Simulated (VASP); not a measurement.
Input of a VASP 6.6.1 run:

The input INCAR:

```
SYSTEM = InP
PREC = Accurate
ENCUT = 500
EDIFF = 1E-6
ISMEAR = 0
SIGMA = 0.02
LREAL = .FALSE.
LASPH = .TRUE.
NELM = 120
ALGO = Normal
ISIF = 2
LWAVE = .FALSE.
LCHARG = .TRUE.
LELF = .TRUE.
LVHAR = .TRUE.
NBANDS = 16
GGA_COMPAT = .FALSE.
```

KPOINTS

```
Automatic mesh
0
G
  10 10 10
  0 0 0
```

Contents of POSCAR:

```
InP
1.0
    0.0000000000      2.9134982441      2.9134982441
    2.9134982441      0.0000000000      2.9134982441
    2.9134982441      2.9134982441      0.0000000000
In P
1 1
Direct
    0.0000000000      0.0000000000      0.0000000000
    0.2500000000      0.2500000000      0.2500000000
```

Potentials or basis: VASP PAW LDA potentials, release 64 (In_d, P).

Launch:

```bash
$ cat potpaw_LDA.64/In_d/POTCAR potpaw_LDA.64/P/POTCAR > POTCAR
$ mpirun -np 1 vasp_std > vasp.out
```

Estimate the pressure.

0.0 GPa.

Predict the band gap on the k mesh.

0.61 eV.

Caveat: spin-orbit coupling is left out, which moves the levels of the heavy elements.
